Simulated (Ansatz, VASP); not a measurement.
Two plane-wave programs on C

```xyz
2
Lattice="0.0000 1.7834 1.7834 1.7834 0.0000 1.7834 1.7834 1.7834 0.0000" Properties=species:S:1:pos:R:3 pbc="T T T"
C    -0.0095    0.0352    0.0101
C     0.9012    0.8564    0.8816
```

Alike in both runs: task single point; functional PBEsol; k mesh 5 × 5 × 5; no spin polarisation.

```csv
,VASP,Ansatz
version,VASP 6.6.1,Ansatz 0.2.0
potentials or method,"VASP PAW PBE potentials, release 64 (C)","plane waves, PAW"
plane-wave cutoff (eV),600,420
occupations,"fermi-dirac, width 0.1 eV",fermi-dirac
valence electrons in the cell,8,8
```

|  | VASP | Ansatz | Ansatz less VASP |
| --- | --- | --- | --- |
| rms of the force components (eV/Å) | 1.561 | 1.552 | -0.0092 |

VASP's potentials were made for PBE, not for PBEsol. Atom by atom the forces differ by 0.009 eV/Å (rms over components).

The k mesh is coarse, so the values compare programs but aren't converged.
